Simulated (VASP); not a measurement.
Input of a VASP 6.6.1 run:

INCAR

```
SYSTEM = Si16Ge
PREC = Accurate
ENCUT = 520
EDIFF = 1E-6
ISMEAR = 0
SIGMA = 0.05
LREAL = Auto
LASPH = .True.
NELM = 60
ALGO = Normal
ISIF = 2
LWAVE = .False.
LCHARG = .False.
GGA = PE
NBANDS = 53
```

KPOINTS

```
regular mesh
0
Gamma
  2 2 2
  0 0 0
```

Contents of POSCAR:

```
Si16Ge
1.0
    0.0000000000      5.4300000000      5.4300000000
    5.4300000000      0.0000000000      5.4300000000
    5.4300000000      5.4300000000      0.0000000000
Si Ge
16 1
Direct
    0.0023685083     -0.0207351750      0.0065143646
    0.1341709945      0.1246120626      0.1160730203
    0.0060956722     -0.0002058011      0.4938337937
    0.1271902394      0.1089193370      0.6349147330
    0.0023815838      0.5113114180      0.0065204420
    0.1118081952      0.6121295580      0.1634166667
   -0.0012565378      0.4820530387      0.5366931860
    0.1272112339      0.6284941068      0.6349184162
    0.4969302026      0.0257353591     -0.0488583794
    0.6154538674      0.1065575506      0.1142674954
    0.4982303867     -0.0080650092      0.4932053407
    0.6332044199      0.1416679558      0.5830508287
    0.4772921731      0.5123717311     -0.0026273481
    0.6154665746      0.6632236648      0.1141555249
    0.4982416206      0.5162325967      0.4930968692
    0.6265782689      0.6221646409      0.6285939227
    0.7469656538      0.2865976980      0.1793188766
```

Potentials or basis: VASP PAW PBE potentials, release 64 (Si, Ge_d).

The run is started by

```bash
$ cat potpaw_PBE.64/Si/POTCAR potpaw_PBE.64/Ge_d/POTCAR > POTCAR
$ mpirun -np 1 vasp_std > vasp.out
```

Problem. Estimate the band gap on the k mesh.

Solution. Zero (band 39 reaches 6.99 eV, above the bottom of band 40 at 6.68 eV).

Problem. Estimate the largest force.

Solution. 0.585 eV/Å.

Problem. Estimate the pressure.

Solution. 6.2 GPa.

Stress tensor (GPa, compression positive):
```
 6.02 -0.49  0.42
-0.49  6.54  0.49
 0.42  0.49  6.02
```

Caveat: the k points lie up to 0.50 Å⁻¹ apart.
